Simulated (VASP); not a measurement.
# P (Imma) in VASP: a series of runs

P is run at these levels: PBEsol; tasks: single point.

Everything below comes from runs of VASP 6.6.1. Logs are shortened: lines on timing, memory, paths and dates and some standing lists are left out, and cuts for length are marked.

### Step 1. The cell of the first run

The structure is orthorhombic, space group Imma (No. 74). The conventional cell has a = 3.383 Å, b = 5.030 Å, c = 3.718 Å, α = 90.00°, β = 90.00°, γ = 90.00°. Within 2.7 Å of P (site symmetry mm2) lie 4 P at 2.05 to 2.61 Å.

### Step 2. Single point, PBEsol (atom 1 (P) moved by (+0.000, +0.300) A along [1 1 0] and z)

Input file INCAR:

```
SYSTEM = P
PREC     = Accurate       ! precision mode
ENCUT    = 520            ! plane-wave cutoff, eV
EDIFF    = 1E-7           ! SCF threshold, eV
ISMEAR   = 0              ! smearing method
SIGMA    = 0.15           ! smearing width, eV
LREAL    = .FALSE.        ! projectors in reciprocal space
LASPH    = .TRUE.         ! aspherical terms in the spheres
NELM     = 60             ! most SCF steps
ALGO     = Normal         ! electronic algorithm
ISIF     = 2              ! what is computed and relaxed
LWAVE    = .FALSE.        ! write WAVECAR
LCHARG   = .FALSE.        ! write CHGCAR
GGA      = PS             ! functional
NBANDS   = 12             ! bands
```

Input file KPOINTS:

```
Automatic mesh
0
G
  18 18 18
  0 0 0
```

Input file POSCAR:

```
P
1.0
   -1.6915100431      2.5151650373      1.8589441358
    1.6915100431     -2.5151650373      1.8589441358
    1.6915100431      2.5151650373     -1.8589441358
P
2
Direct
    0.8840000770      0.1340000770      0.7500000000
    0.1966908900      0.9466908900      0.2500000000
```

Potentials or basis: VASP PAW PBE potentials, release 64 (P).

The run is started by

```sh
$ cat potpaw_PBE.64/P/POTCAR > POTCAR
$ mpirun -np 1 vasp_std > vasp.out
```

OUTCAR:

```text
SYSTEM = P
   PREC = Accurate
   ENCUT = 520
   EDIFF = 1E-7
   ISMEAR = 0
   LREAL = .FALSE.
   LASPH = .TRUE.
   NELM = 60
   ISIF = 2
   GGA = PS

 ion  position               nearest neighbor table
   1  0.884  0.134  0.750-   2 2.05   2 2.05   2 2.61   2 2.61
   2  0.197  0.947  0.250-   1 2.05   1 2.05   1 2.61   1 2.61

  LATTYP: Found a body centered orthorhombic cell.
 ALAT       =     3.3830200862
 B/A-ratio  =     1.0989849829
 C/A-ratio  =     1.4869347348

  Lattice vectors:

 A1 = (   1.6915100431,  -2.5151650373,  -1.8589441358)
 A2 = (  -1.6915100431,  -2.5151650373,   1.8589441358)
 A3 = (  -1.6915100431,   2.5151650373,  -1.8589441358)

Analysis of symmetry for initial positions (statically):
=====================================================================
 Subroutine PRICEL returns:
 Original cell was already a primitive cell.

 Routine SETGRP: Setting up the symmetry group for a
 body centered orthorhombic supercell.

 Subroutine GETGRP returns: Found  8 space group operations
 (whereof  2 operations were pure point group operations)
 out of a pool of  8 trial point group operations.

The static configuration has the point symmetry C_1h.
 The point group associated with its full space group is D_2h.

Analysis of symmetry for dynamics (positions and initial velocities):
=====================================================================
 Subroutine PRICEL returns:
 Original cell was already a primitive cell.

 Routine SETGRP: Setting up the symmetry group for a
 body centered orthorhombic supercell.

 Subroutine GETGRP returns: Found  8 space group operations
 (whereof  2 operations were pure point group operations)
 out of a pool of  8 trial point group operations.

The dynamic configuration has the point symmetry C_1h.
 The point group associated with its full space group is D_2h.

 Subroutine INISYM returns: Found  8 space group operations
 (whereof  2 operations are pure point group operations),
 and found     1 'primitive' translations

----------------------------------------------------------------------------------------

                                     Primitive cell

  volume of cell :      31.6350

  direct lattice vectors                    reciprocal lattice vectors
    -1.691510043  2.515165037  1.858944136     0.000000000  0.198794112  0.268969890
     1.691510043 -2.515165037  1.858944136     0.295593870  0.000000000  0.268969890
     1.691510043  2.515165037 -1.858944136     0.295593870  0.198794112  0.000000000

  length of vectors
     3.555690466  3.555690466  3.555690466     0.334460612  0.399650520  0.356223013

  position of ions in fractional coordinates (direct lattice)
     0.884000077  0.134000077  0.750000000
     0.196690890  0.946690890  0.250000000

  ion indices of the primitive-cell ions
   primitive index   ion index
                 1           1
                 2           2

----------------------------------------------------------------------------------------

 KPOINTS: Automatic mesh

Automatic generation of k-mesh.
 Grid dimensions read from file:
 generate k-points for:   18   18   18

 Generating k-lattice:

  Cartesian coordinates                     Fractional coordinates (reciprocal lattice)
     0.000000000  0.011044117  0.014942772     0.055555556 -0.000000000  0.000000000
     0.016421882  0.000000000  0.014942772    -0.000000000  0.055555556  0.000000000
     0.016421882  0.011044117  0.000000000    -0.000000000  0.000000000  0.055555556

  Length of vectors
     0.018581145  0.022202807  0.019790167

  Shift w.r.t. Gamma in fractional coordinates (k-lattice)
     0.000000000  0.000000000  0.000000000

 Subroutine IBZKPT returns following result:
 ===========================================

 Found    865 irreducible k-points:

 Following reciprocal coordinates:
            Coordinates               Weight
  0.000000  0.000000  0.000000      1.000000
  0.055556  0.000000 -0.000000      4.000000
  0.111111  0.000000 -0.000000      4.000000
  0.166667  0.000000  0.000000      4.000000
  0.222222  0.000000  0.000000      4.000000
  0.277778 -0.000000  0.000000      4.000000
[... 16 lines left out ...]
 -0.333333  0.055556  0.000000      8.000000
 -0.277778  0.055556 -0.000000      8.000000
 [... further k-points ...]
   k-points           NKPTS =    865   k-points in BZ     NKDIM =    865   number of bands    NBANDS=     12
   number of dos      NEDOS =    301   number of ions     NIONS =      2
   total plane-waves  NPLWV =  21952
   dimension x,y,z NGX =    28 NGY =   28 NGZ =   28
   dimension x,y,z NGXF=    56 NGYF=   56 NGZF=   56
   ions per type =               2
   NGX,Y,Z   is equivalent  to a cutoff of  13.09, 13.09, 13.09 a.u.
   NGXF,Y,Z  is equivalent  to a cutoff of  26.18, 26.18, 26.18 a.u.
 SYSTEM =  P
   PREC   = accura    normal or accurate (medium, high low for compatibility)
   ISTART =      0    job   : 0-new  1-cont  2-samecut
   ICHARG =      2    charge: 1-file 2-atom 10-const
   ISPIN  =      1    spin polarized calculation?
   LNONCOLLINEAR =      F non collinear calculations
   LSORBIT =      F    spin-orbit coupling
   LASPH  =      T    aspherical Exc in radial PAW
   ENCUT  =  520.0 eV  38.22 Ry    6.18 a.u.   6.61  6.61  6.61*2*pi/ulx,y,z
   NELM   =     60;   NELMIN=  2; NELMDL= -5     # of ELM steps
   EDIFF  = 0.1E-06   stopping-criterion for ELM
   LREAL  =      F    real-space projection
   EDIFFG = 0.1E-05   stopping-criterion for IOM
   NSW    =      0    number of steps for IOM
   IBRION =     -1    ionic relax: 0-MD 1-quasi-New 2-CG
   NFREE  =      0    steps in history (QN), initial steepest desc. (CG)
   ISIF   =      2    stress and relaxation
   ISYM   =      2    0-nonsym 1-usesym 2-fastsym
   POTIM  = 0.5000    time-step for ionic-motion
   TEBEG  =    0.0;   TEEND  =   0.0 temperature during run
   PSTRESS=    0.0 pullay stress
   NELECT =      10.0000    total number of electrons
   NUPDOWN=      -1.0000    fix difference up-down
   EMIN   =  10.00;   EMAX   =-10.00  energy-range for DOS
   EFERMI =   0.00;   METHOD = LEGACY
   ISMEAR =     0;   SIGMA  =   0.15  broadening in eV -4-tet -1-fermi 0-gaus
   EFERMI_NEDOS =   21; number of points for ismear=-14 and -15
   IALGO  =     38    algorithm
   IMIX   =      4    mixing-type and parameters
     AMIX     =   0.40;   BMIX     =  1.00
     AMIX_MAG =   1.60;   BMIX_MAG =  1.00
  volume/ion in A,a.u.               =      15.82       106.74
  Fermi-wavevector in a.u.,A,eV,Ry     =   1.115199  2.107421 16.921141  1.243669
  Thomas-Fermi vector in A             =   2.251801
   LORBIT       =      0    0 simple, 1 ext, 2 COOP (PROOUT), +10 PAW based schemes
   GGA     = PS    functional components
   LHFCALC =     F    Hartree Fock is set to
   AEXX    =    0.0000 exact exchange contribution
   IVDW    =     0    specifies the selected vdW correction
   LEPSILON=     F    determine dielectric tensor
   LRPA    =     F    only Hartree local field effects (RPA)
 non-spin polarized calculation
 Gauss-broadening in eV      SIGMA  =   0.15
  energy-cutoff  :      520.00
  volume of cell :       31.63
 maximum number of plane-waves:       868
   NGX = 13   NGY = 13   NGZ = 13

 number of electron      10.0000000 magnetization

 Free energy of the ion-electron system (eV)
  ---------------------------------------------------
  ext. energy  EPLUGINS =         0.00000000
  ---------------------------------------------------
  free energy    TOTEN  =       -10.91907687 eV

  energy without entropy =      -10.91464712  energy(sigma->0) =      -10.91686199

 E-fermi :   8.5333     XC(G=0): -10.8946

 val. band max:        8.5304124986   @ k =   0.2222  -0.1667   0.1111
 cond. band min:       8.5334264374   @ k =  -0.0556  -0.1667   0.0556
 fundamental gap:      0.0030139389
 Fermi energy:         8.5333092938

 k-point     1 :       0.0000    0.0000    0.0000
  band No.  band energies     occupation
      1      -8.0448      2.00000
      2       4.3040      2.00000
      3       5.9589      2.00000
      4       6.1505      2.00000
      5       7.3878      2.00000
      6       8.6322      0.35110
      7       9.7821      0.00000
      8      13.5144      0.00000
      9      13.6534      0.00000
     10      16.3674      0.00000
     11      17.2017      0.00000
     12      17.6355      0.00000

 k-point     2 :       0.0556    0.0000   -0.0000
  band No.  band energies     occupation
      1      -8.0063      2.00000
      2       4.2867      2.00000
      3       5.1060      2.00000
      4       6.7100      2.00000
      5       7.3123      2.00000
      6       8.9729      0.00003
      7       9.7584      0.00000
      8      13.3691      0.00000
      9      13.7354      0.00000
     10      15.8455      0.00000
     11      17.1227      0.00000
     12      17.9939      0.00000

 k-point     3 :       0.1111    0.0000   -0.0000
  band No.  band energies     occupation
      1      -7.8917      2.00000
      2       4.0349      2.00000
      3       4.2378      2.00000
      4       6.8803      2.00000
      5       7.3699      2.00000
      6       9.5777      0.00000
      7       9.8225      0.00000
      8      12.9867      0.00000
      9      14.0085      0.00000
     10      15.2119      0.00000
     11      16.7218      0.00000
     12      18.6046      0.00000
[... 286 lines left out ...]
 k-point    23 :      -0.3333    0.0556    0.0000
  band No.  band energies     occupation
      1      -6.9830      2.00000
      2       0.5662      2.00000
      3       3.6514      2.00000
      4       7.0917      2.00000
      5       7.2101      2.00000
      6       9.2948      0.00000
      7      10.9979      0.00000
      8      11.8417      0.00000
      9      14.9987      0.00000
     10      16.2521      0.00000
     11      16.9697      0.00000
     12      21.5566      0.00000

 k-point    24 :      -0.2778    0.0556   -0.0000
  band No.  band energies     occupation
      1      -7.3013      2.00000
      2       1.5140      2.00000
      3       3.7473      2.00000
      4       7.0381      2.00000
      5       7.3183      2.00000
      6       9.5016      0.00000
      7      10.9988      0.00000
      8      11.9917      0.00000
      9      14.3835      0.00000
     10      15.9084      0.00000
     11      16.4240      0.00000
     12      20.3994      0.00000

 [... further k-points ...]
[... 5 lines left out ...]
  --------------------------------------------------------------------------------------
  -------------------------------------------------------------------------------------
  Total        4.3822381     -0.4782422      3.2469626      0.0000000      0.0000000     -0.0000000
  in kB      221.9418261    -24.2209425    164.4449208      0.0000000      0.0000000     -0.0000000
  external PRESSURE =     120.7219348 kB  Pullay stress =       0.0000000 kB

 VOLUME and BASIS-vectors are now :
 -----------------------------------------------------------------------------
  energy-cutoff  :      520.00
  volume of cell :       31.63
      direct lattice vectors                 reciprocal lattice vectors
    -1.691510043  2.515165037  1.858944136     0.000000000  0.198794112  0.268969890
     1.691510043 -2.515165037  1.858944136     0.295593870  0.000000000  0.268969890
     1.691510043  2.515165037 -1.858944136     0.295593870  0.198794112  0.000000000

 POSITION                                       TOTAL-FORCE (eV/Angst)
 -----------------------------------------------------------------------------------
      0.00000      3.77275      0.49820        -0.000000     -0.000000     -3.969669
      1.69151     -1.25758      1.66075         0.000000      0.000000      3.969669
 -----------------------------------------------------------------------------------
    total drift:                               -0.000000      0.000000      0.000000

  FREE ENERGIE OF THE ION-ELECTRON SYSTEM (eV)
  ---------------------------------------------------
  free  energy   TOTEN  =       -10.9190768696 eV

  energy  without entropy=      -10.9146471170  energy(sigma->0) =      -10.91686199
```

Run time: 2.2 min. Hardware: 1 thread of Intel Xeon 6975P-C (Granite Rapids), shared host; peak memory 0.35 GiB.

What came out:

```yaml
Free_energy: -10.9191 eV
Pressure: 12.1 GPa
Largest_force: 3.970 eV/Å
Band_gap_on_the_k_mesh: zero (band 5 reaches 9.18 eV, above the bottom of band 6 at 7.59 eV)
```

Forces in eV/Å, atoms in the order of the input:
```
P    0.000  0.000 -3.970
P    0.000  0.000  3.970
```

Levels at points of the mesh, in eV from the Fermi level:
```tsv
k point	band 3	band 4	band 5	band 6	band 7	band 8
(0.00, 0.00, 0.00)	-2.57	-2.38	-1.15	0.10	1.25	4.98
(0.50, 0.00, 0.00)	-4.72	-1.82	-0.97	-0.08	2.29	2.83
(0.00, 0.50, 0.00)	-5.14	-5.02	-4.61	-0.36	8.33	8.37
(0.50, 0.50, 0.00)	-3.64	-3.64	-0.08	-0.08	2.13	2.13
(0.50, 0.50, 0.50)	-7.08	-5.92	-3.68	-0.95	7.39	8.87
```

Caveat: the cell differs from its parent crystal (atom 1 (P) moved by (+0.000, +0.300) A along [1 1 0] and z); the PAW data sets were made with another functional, which shifts forces and pressure a little.

### Step 3. Single point, PBEsol (atom 1 (P) moved by (+0.000, -0.150) A along [1 1 0] and z)

Input file INCAR:

```
ALGO = Normal
EDIFF = 1E-7
ENCUT = 520
GGA = PS
ISIF = 2
ISMEAR = 0
LASPH = True
LCHARG = False
LREAL = False
LWAVE = False
NBANDS = 12
NELM = 100
PREC = Accurate
SIGMA = 0.15
```

Input file KPOINTS:

```
k-points
0
Gamma
  18 18 18
```

POSCAR, as its differences from that of step 2:

```diff
@@ -8,3 +8,3 @@
 Direct
-    0.8840000770      0.1340000770      0.7500000000
+    0.7629636265      0.0129636265      0.7500000000
     0.1966908900      0.9466908900      0.2500000000
```

Potentials or basis: VASP PAW PBE potentials, release 64 (P).

The run is started by

```sh
$ cat potpaw_PBE.64/P/POTCAR > POTCAR
$ mpirun -np 1 vasp_std > vasp.out
```

It took 2.1 min on 1 thread of Intel Xeon 6975P-C (Granite Rapids), shared host; peak memory 0.35 GiB.

It converged, with:

| Property | Result |
| --- | --- |
| Free energy | -11.5157 eV |
| Pressure | -5.8 GPa |
| Largest force | 0.672 eV/Å |
| Band gap on the k mesh | zero (band 5 reaches 9.70 eV, above the bottom of band 6 at 8.19 eV) |

Forces on the atoms (eV/Å):
```
P    0.000  0.000  0.672
P    0.000  0.000 -0.672
```

Stress tensor (GPa, compression positive):
```
-2.87  0.00  0.00
 0.00 -5.66  0.00
 0.00  0.00 -8.98
```

Levels at points of the mesh, in eV from the Fermi level:
| k point | band 3 | band 4 | band 5 | band 6 | band 7 | band 8 |
| --- | --- | --- | --- | --- | --- | --- |
| (0.00, 0.00, 0.00) | -2.84 | -2.16 | -1.92 | 2.59 | 3.45 | 4.25 |
| (0.50, 0.00, 0.00) | -2.09 | -1.42 | -1.37 | 0.37 | 0.96 | 1.81 |
| (0.00, 0.50, 0.00) | -6.86 | -5.15 | -4.99 | 0.90 | 6.78 | 7.07 |
| (0.50, 0.50, 0.00) | -2.67 | -2.67 | -0.49 | -0.49 | 0.43 | 0.43 |
| (0.50, 0.50, 0.50) | -7.75 | -5.50 | -4.47 | 0.88 | 6.71 | 7.87 |

Caveat: the cell differs from its parent crystal (atom 1 (P) moved by (+0.000, -0.150) A along [1 1 0] and z); the PAW data sets were made with another functional, which shifts forces and pressure a little.

### Step 4. Single point, PBEsol (atom 1 (P) moved by (+0.000, +0.150) A along [1 1 0] and z)

Input file INCAR:

```
SYSTEM = P
PREC = Accurate
ENCUT = 520
EDIFF = 1E-6
ISMEAR = 0
SIGMA = 0.15
LREAL = .FALSE.
LASPH = .TRUE.
NELM = 80
ALGO = Normal
ISIF = 2
LWAVE = .FALSE.
LCHARG = .TRUE.
GGA = PS
LELF = .TRUE.
LVHAR = .TRUE.
NBANDS = 12
```

Input file KPOINTS:

```
Automatic mesh
0
G
  18 18 18
  0 0 0
```

POSCAR, as its differences from that of step 3:

```diff
@@ -8,3 +8,3 @@
 Direct
-    0.7629636265      0.0129636265      0.7500000000
+    0.8436545935      0.0936545935      0.7500000000
     0.1966908900      0.9466908900      0.2500000000
```

The run is started by

```sh
$ cat potpaw_PBE.64/P/POTCAR > POTCAR
$ mpirun -np 1 vasp_std > vasp.out
```

It took 2.1 min on 1 thread of Intel Xeon 6975P-C (Granite Rapids), shared host; peak memory 0.35 GiB.

Results (log left out):

- Free energy: -11.3709 eV
- Pressure: 5.0 GPa
- Largest force: 2.060 eV/Å
- Band gap on the k mesh: zero (band 5 reaches 9.45 eV, above the bottom of band 6 at 8.29 eV)

Forces on the atoms (eV/Å):
```
P    0.000  0.000 -2.060
P    0.000  0.000  2.060
```

Stress tensor (GPa, compression positive):
```
 7.51  0.00  0.00
 0.00 -1.08  0.00
 0.00  0.00  8.55
```

Levels at points of the mesh, in eV from the Fermi level:
| k point | band 2 | band 3 | band 4 | band 5 | band 6 | band 7 | band 8 | band 9 |
| --- | --- | --- | --- | --- | --- | --- | --- | --- |
| (0.00, 0.00, 0.00) | -3.58 | -2.87 | -2.87 | -1.79 | 0.64 | 1.66 | 4.47 | 5.05 |
| (0.50, 0.00, 0.00) | -10.59 | -4.06 | -1.86 | -1.40 | 0.06 | 1.48 | 2.25 | 9.08 |
| (0.00, 0.50, 0.00) | -10.81 | -5.80 | -5.41 | -4.98 | -0.11 | 7.44 | 7.64 | 9.14 |
| (0.50, 0.50, 0.00) | -12.49 | -3.67 | -3.67 | -0.10 | -0.10 | 1.02 | 1.02 | 10.29 |
| (0.50, 0.50, 0.50) | -8.43 | -7.57 | -5.55 | -4.61 | -0.54 | 6.91 | 8.71 | 9.52 |

Caveat: the cell differs from its parent crystal (atom 1 (P) moved by (+0.000, +0.150) A along [1 1 0] and z); the PAW data sets were made with another functional, which shifts forces and pressure a little.
